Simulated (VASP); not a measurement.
# LiSe4 (Cmmm) in VASP: a series of runs

Runs on LiSe4. Level: PBE. Tasks: single point, relaxation of cell and atoms.

Everything below comes from runs of VASP 6.6.1. Logs are shortened: lines on timing, memory, paths and dates and some standing lists are left out, and cuts for length are marked.

**1. The cell of the first run**

It takes space group Cmmm (No. 65, orthorhombic). The conventional cell has a = 7.529 Å, b = 10.019 Å, c = 4.350 Å, α = 90.00°, β = 90.00°, γ = 90.00°. Li (site symmetry mmm) has 4 Se at 2.47 Å within 3.3 Å. Within 2.9 Å of Se (site symmetry m2m) lie 1 Se at 2.21 Å. Se (site symmetry 2mm) has 1 Se at 2.35 Å and 2 Li at 2.47 Å within 3.1 Å.

**2. Single point, PBE (atoms taken out)**

INCAR reads:

```
PREC     = Accurate       # precision mode
ENCUT    = 520            # plane-wave cutoff, eV
EDIFF    = 1E-6           # SCF threshold, eV
ISMEAR   = 0              # smearing method
SIGMA    = 0.1            # smearing width, eV
LREAL    = F              # projectors in reciprocal space
LASPH    = T              # aspherical terms in the spheres
NELM     = 60             # most SCF steps
ALGO     = Normal         # electronic algorithm
ISIF     = 2              # what is computed and relaxed
LWAVE    = F              # write WAVECAR
LCHARG   = T              # write CHGCAR
GGA      = PE             # functional
LELF     = T              # ELF
LVHAR    = T            
NBANDS   = 22             # bands
```

KPOINTS reads:

```
regular mesh
0
Gamma
  6 6 10
```

POSCAR reads:

```
LiSe4
1.0
    3.7642700741     -5.0096405088      0.0000000000
    3.7642700741      5.0096405088      0.0000000000
    0.0000000000      0.0000000000      4.3495387878
Li Se
1 4
Direct
    0.0000000000      0.0000000000      0.0000000000
    0.6101740447      0.3898259553      0.0000000000
    0.3898259553      0.6101740447      0.0000000000
    0.8441983585      0.8441983585      0.5000000000
    0.1558016415      0.1558016415      0.5000000000
```

Potentials or basis: VASP PAW PBE potentials, release 64 (Li_sv, Se).

Started as:

```
$ cat potpaw_PBE.64/Li_sv/POTCAR potpaw_PBE.64/Se/POTCAR > POTCAR
$ mpirun -np 1 vasp_std > vasp.out
```

OUTCAR:

```text
PREC = Accurate
   ENCUT = 520
   EDIFF = 1E-6
   ISMEAR = 0
   LREAL = F
   LASPH = T
   NELM = 60
   ISIF = 2
   GGA = PE

 ion  position               nearest neighbor table
   1  0.000  0.000  0.000-   4 2.47   5 2.47   4 2.47   5 2.47
   2  0.610  0.390  0.000-   3 2.21
   3  0.390  0.610  0.000-   2 2.21
   4  0.844  0.844  0.500-   5 2.35   1 2.47   1 2.47
   5  0.156  0.156  0.500-   4 2.35   1 2.47   1 2.47

  LATTYP: Found a base centered orthorhombic cell.
 ALAT       =     7.5285401482
 B/A-ratio  =     1.3308398203
 C/A-ratio  =     0.5777400003

  Lattice vectors:

 A1 = (   3.7642700741,  -5.0096405088,   0.0000000000)
 A2 = (   3.7642700741,   5.0096405088,   0.0000000000)
 A3 = (   0.0000000000,   0.0000000000,   4.3495387878)

Analysis of symmetry for initial positions (statically):
=====================================================================
 Subroutine PRICEL returns:
 Original cell was already a primitive cell.

 Routine SETGRP: Setting up the symmetry group for a
 base centered orthorhombic supercell.

 Subroutine GETGRP returns: Found  8 space group operations
 (whereof  8 operations were pure point group operations)
 out of a pool of  8 trial point group operations.

The static configuration has the point symmetry D_2h.

Analysis of symmetry for dynamics (positions and initial velocities):
=====================================================================
 Subroutine PRICEL returns:
 Original cell was already a primitive cell.

 Routine SETGRP: Setting up the symmetry group for a
 base centered orthorhombic supercell.

 Subroutine GETGRP returns: Found  8 space group operations
 (whereof  8 operations were pure point group operations)
 out of a pool of  8 trial point group operations.

The dynamic configuration has the point symmetry D_2h.

 Subroutine INISYM returns: Found  8 space group operations
 (whereof  8 operations are pure point group operations),
 and found     1 'primitive' translations

----------------------------------------------------------------------------------------

                                     Primitive cell

  volume of cell :     164.0441

  direct lattice vectors                    reciprocal lattice vectors
     3.764270074 -5.009640509  0.000000000     0.132827876 -0.099807561  0.000000000
     3.764270074  5.009640509  0.000000000     0.132827876  0.099807561  0.000000000
[... 93 lines left out ...]
   EDIFFG = 0.1E-04   stopping-criterion for IOM
   NSW    =      0    number of steps for IOM
   IBRION =     -1    ionic relax: 0-MD 1-quasi-New 2-CG
   NFREE  =      0    steps in history (QN), initial steepest desc. (CG)
   ISIF   =      2    stress and relaxation
   ISYM   =      2    0-nonsym 1-usesym 2-fastsym
   POTIM  = 0.5000    time-step for ionic-motion
   TEBEG  =    0.0;   TEEND  =   0.0 temperature during run
   PSTRESS=    0.0 pullay stress
   NELECT =      27.0000    total number of electrons
   NUPDOWN=      -1.0000    fix difference up-down
   EMIN   =  10.00;   EMAX   =-10.00  energy-range for DOS
   EFERMI =   0.00;   METHOD = LEGACY
   ISMEAR =     0;   SIGMA  =   0.10  broadening in eV -4-tet -1-fermi 0-gaus
   EFERMI_NEDOS =   21; number of points for ismear=-14 and -15
   IALGO  =     38    algorithm
   IMIX   =      4    mixing-type and parameters
     AMIX     =   0.40;   BMIX     =  1.00
     AMIX_MAG =   1.60;   BMIX_MAG =  1.00
  volume/ion in A,a.u.               =      32.81       221.40
  Fermi-wavevector in a.u.,A,eV,Ry     =   0.897172  1.695410 10.951579  0.804918
  Thomas-Fermi vector in A             =   2.019723
   LORBIT       =      0    0 simple, 1 ext, 2 COOP (PROOUT), +10 PAW based schemes
   GGA     = PE    functional components
   LHFCALC =     F    Hartree Fock is set to
   AEXX    =    0.0000 exact exchange contribution
   IVDW    =     0    specifies the selected vdW correction
   LEPSILON=     F    determine dielectric tensor
   LRPA    =     F    only Hartree local field effects (RPA)
 non-spin polarized calculation
 Gauss-broadening in eV      SIGMA  =   0.10
  energy-cutoff  :      520.00
  volume of cell :      164.04
 maximum number of plane-waves:      4444
 NGX is ok and might be reduce to    48
   NGX = 23   NGY = 23   NGZ = 17

 number of electron      27.0000015 magnetization

 Free energy of the ion-electron system (eV)
  ---------------------------------------------------
  ext. energy  EPLUGINS =         0.00000000
  ---------------------------------------------------
  free energy    TOTEN  =       -15.82594543 eV

  energy without entropy =      -15.79747193  energy(sigma->0) =      -15.81170868

 E-fermi :   0.4022     XC(G=0):  -7.4095

 val. band max:        0.4016465758   @ k =   0.3333   0.1667   0.1000
 cond. band min:       0.4245018912   @ k =   0.5000   0.0000   0.0000
 fundamental gap:      0.0228553154
 Fermi energy:         0.4022261882

 k-point     1 :       0.0000    0.0000    0.0000
  band No.  band energies     occupation
      1     -45.1761      2.00000
      2     -14.2602      2.00000
      3     -13.4037      2.00000
      4     -10.5541      2.00000
      5     -10.3659      2.00000
      6      -3.6927      2.00000
[... 589 lines left out ...]
     21       7.2997      0.00000
     22       7.3371      0.00000

 [... further k-points ...]

------------------------ aborting loop because EDIFF is reached ----------------------------------------

  FORCE on cell =-STRESS in cart. coord.  units (eV):
  Direction    XX          YY          ZZ          XY          YZ          ZX
  --------------------------------------------------------------------------------------
  -------------------------------------------------------------------------------------
  Total        0.0750914      0.0850125      0.0260222     -0.0000000      0.0000000      0.0000000
  in kB        0.7333986      0.8302958      0.2541519     -0.0000000      0.0000000      0.0000000
  external PRESSURE =       0.6059488 kB  Pullay stress =       0.0000000 kB

 VOLUME and BASIS-vectors are now :
 -----------------------------------------------------------------------------
  energy-cutoff  :      520.00
  volume of cell :      164.04
      direct lattice vectors                 reciprocal lattice vectors
     3.764270074 -5.009640509  0.000000000     0.132827876 -0.099807561  0.000000000
     3.764270074  5.009640509  0.000000000     0.132827876  0.099807561  0.000000000
     0.000000000  0.000000000  4.349538788     0.000000000  0.000000000  0.229909434

 POSITION                                       TOTAL-FORCE (eV/Angst)
 -----------------------------------------------------------------------------------
      0.00000      0.00000      0.00000         0.000000      0.000000     -0.000000
      3.76427     -1.10386      0.00000         0.000000     -0.043488      0.000000
      3.76427      1.10386      0.00000         0.000000      0.043488     -0.000000
      6.35558      0.00000      2.17477        -0.034411      0.000000     -0.000000
      1.17296      0.00000      2.17477         0.034411      0.000000     -0.000000
 -----------------------------------------------------------------------------------
    total drift:                               -0.000000     -0.000000     -0.000000

  FREE ENERGIE OF THE ION-ELECTRON SYSTEM (eV)
  ---------------------------------------------------
  free  energy   TOTEN  =       -15.8259454282 eV

  energy  without entropy=      -15.7974719315  energy(sigma->0) =      -15.81170868
```

OSZICAR:

```text
N       E                     dE             d eps       ncg     rms          rms(c)
DAV:   1     0.147745488595E+03    0.14775E+03   -0.95039E+03  3432   0.101E+03
DAV:   2    -0.258179668630E+01   -0.15033E+03   -0.14594E+03  4602   0.183E+02
DAV:   3    -0.156409512474E+02   -0.13059E+02   -0.12939E+02  4436   0.563E+01
DAV:   4    -0.164412478075E+02   -0.80030E+00   -0.79802E+00  5910   0.115E+01
DAV:   5    -0.164511952150E+02   -0.99474E-02   -0.99459E-02  4400   0.143E+00    0.692E+00
DAV:   6    -0.160160175187E+02    0.43518E+00   -0.47349E+00  4326   0.522E+00    0.442E+00
DAV:   7    -0.158966650160E+02    0.11935E+00   -0.18906E+00  4356   0.298E+00    0.294E+00
DAV:   8    -0.158443286053E+02    0.52336E-01   -0.62708E-01  4356   0.251E+00    0.943E-01
DAV:   9    -0.158243056645E+02    0.20023E-01   -0.95495E-02  4230   0.926E-01    0.250E-01
DAV:  10    -0.158257938598E+02   -0.14882E-02   -0.71720E-03  4104   0.401E-01    0.878E-02
DAV:  11    -0.158257769263E+02    0.16934E-04   -0.64501E-04  4484   0.115E-01    0.693E-02
DAV:  12    -0.158259198269E+02   -0.14290E-03   -0.29237E-04  4136   0.715E-02    0.315E-02
DAV:  13    -0.158259429323E+02   -0.23105E-04   -0.65108E-05  4198   0.383E-02    0.661E-03
DAV:  14    -0.158259451669E+02   -0.22346E-05   -0.39846E-06  4490   0.106E-02    0.271E-03
DAV:  15    -0.158259454282E+02   -0.26122E-06   -0.66828E-07  3174   0.428E-03
   1 F= -.15825945E+02 E0= -.15811709E+02  d E =-.284735E-01
```

stdout:

```text
POSCAR found type information on POSCAR LiSe
 POSCAR found :  2 types and       5 ions
 scaLAPACK will be used
 LDA part: xc-table for (Slater+PW92), standard interpolation
 POSCAR, INCAR and KPOINTS ok, starting setup
 FFT: planning ... GRIDC
 FFT: planning ... GRID_SOFT
 FFT: planning ... GRID
 WAVECAR not read
 entering main loop
```

Wall time 3.5 min (1 thread of AMD EPYC 9R45 (Zen 5), shared host); peak memory 0.35 GiB.

Results:

```
Free energy            : -15.8259 eV
Largest force          : 0.043 eV/Å
Band gap on the k mesh : zero (an odd number of electrons rules out a gap without spin polarisation)
```

Forces in eV/Å, atoms in the order of the input:
```
Li   0.000  0.000  0.000
Se   0.000 -0.043  0.000
Se   0.000  0.043  0.000
Se  -0.034  0.000  0.000
Se   0.034  0.000  0.000
```

Caveat: the cell differs from its parent crystal (atoms taken out); the cutoff is under 1.25 times the usual one of these potentials, so pressure, stress and relaxed cells hold a basis-set (Pulay) error.

**3. Relaxation of cell and atoms, PBE (atoms taken out)**

INCAR reads:

```
ALGO     = Normal         # electronic algorithm
EDIFF    = 1E-6           # SCF threshold, eV
EDIFFG   = -0.04          # ionic threshold
ENCUT    = 600            # plane-wave cutoff, eV
GGA      = PE             # functional
IBRION   = 2              # ionic algorithm
ISIF     = 3              # what is computed and relaxed
ISMEAR   = 0              # smearing method
LASPH    = T              # aspherical terms in the spheres
LCHARG   = F              # write CHGCAR
LREAL    = F              # projectors in reciprocal space
LWAVE    = F              # write WAVECAR
NELM     = 60             # most SCF steps
NSW      = 90             # ionic steps
PREC     = Accurate       # precision mode
SIGMA    = 0.1            # smearing width, eV
```

KPOINTS reads:

```
k-points
0
Gamma
  4 4 4
```

POSCAR reads:

```
LiSe4
1.0
    4.4761349600     -4.4761349600      0.0000000000
    4.4761349600      4.4761349600      0.0000000000
    0.0000000000      0.0000000000      4.1146370000
Li Se
1 4
Direct
    0.0000000000      0.0000000000      0.0000000000
    0.6950000000      0.3050000000      0.0000000000
    0.3050000000      0.6950000000      0.0000000000
    0.8050000000      0.8050000000      0.5000000000
    0.1950000000      0.1950000000      0.5000000000
```

Potentials or basis: VASP PAW PBE potentials, release 64 (Li_sv, Se).

Started as:

```
$ cat potpaw_PBE.64/Li_sv/POTCAR potpaw_PBE.64/Se/POTCAR > POTCAR
$ mpirun -np 1 vasp_std > vasp.out
```

Wall time 27 min (1 thread of AMD EPYC 9R45 (Zen 5), shared host); peak memory 0.33 GiB.

Results (log left out):

```yaml
Free_energy: -15.9991 eV
Relaxed_volume: 27.75 Å³/atom
Relaxed_cell: a = 5.616 Å, b = 5.616 Å, c = 5.259 Å, α = 90.00°, β = 90.00°, γ = 123.24°
Space_group_after_relaxing_to_0.1_Å: Cmmm (No. 65)
Pressure_after_relaxing: 0.0 GPa
Largest_force_after_relaxing: 0.024 eV/Å
Band_gap_on_the_k_mesh: zero (an odd number of electrons rules out a gap without spin polarisation)
```

Forces in eV/Å, atoms in the order of the input:
```
Li   0.000  0.000  0.000
Se   0.000  0.024  0.000
Se   0.000 -0.024  0.000
Se   0.009  0.000  0.000
Se  -0.009  0.000  0.000
```

Stress tensor (GPa, compression positive):
```
 0.01  0.00  0.00
 0.00  0.08  0.00
 0.00  0.00 -0.07
```

Final structure:
```
CELL_PARAMETERS angstrom
2.66961 -4.94117 0.00000
2.66961 4.94117 0.00000
0.00000 0.00000 5.25907
ATOMIC_POSITIONS crystal
Li 0.00000 0.00000 0.00000
Se 0.62017 0.37983 0.00000
Se 0.37983 0.62017 0.00000
Se 0.78936 0.78936 0.50000
Se 0.21064 0.21064 0.50000
```

Levels at points of the mesh, in eV from the Fermi level:
| k point | band 10 | band 11 | band 12 | band 13 | band 14 | band 15 | band 16 | band 17 |
| --- | --- | --- | --- | --- | --- | --- | --- | --- |
| (0.00, 0.00, 0.00) | -2.71 | -1.98 | -1.11 | -0.97 | -0.44 | 0.41 | 2.16 | 5.10 |
| (0.50, 0.00, 0.00) | -3.08 | -2.51 | -1.05 | -0.70 | -0.42 | 0.66 | 1.13 | 1.97 |
| (0.50, 0.50, 0.00) | -3.32 | -1.14 | -1.08 | -1.02 | -0.98 | 0.99 | 1.31 | 3.15 |
| (0.00, 0.00, 0.50) | -3.50 | -1.75 | -1.46 | -0.49 | -0.04 | 0.92 | 1.79 | 5.16 |
| (0.50, 0.00, 0.50) | -2.45 | -2.44 | -1.27 | -1.27 | -0.85 | 1.19 | 1.41 | 2.01 |
| (0.50, 0.50, 0.50) | -2.91 | -1.38 | -0.15 | -0.14 | -0.03 | 0.60 | 1.34 | 5.17 |

Caveat: the k points lie up to 0.33 Å⁻¹ apart in the final cell, too coarse for converged energies and pressures of a metal; the cell differs from its parent crystal (atoms taken out); the cutoff is under 1.25 times the usual one of these potentials, so pressure, stress and relaxed cells hold a basis-set (Pulay) error; the volume moved by over 15 % at a fixed basis, so the end points are rough.

The gap in the log of VASP goes by the Fermi energy; the results here count the filled bands.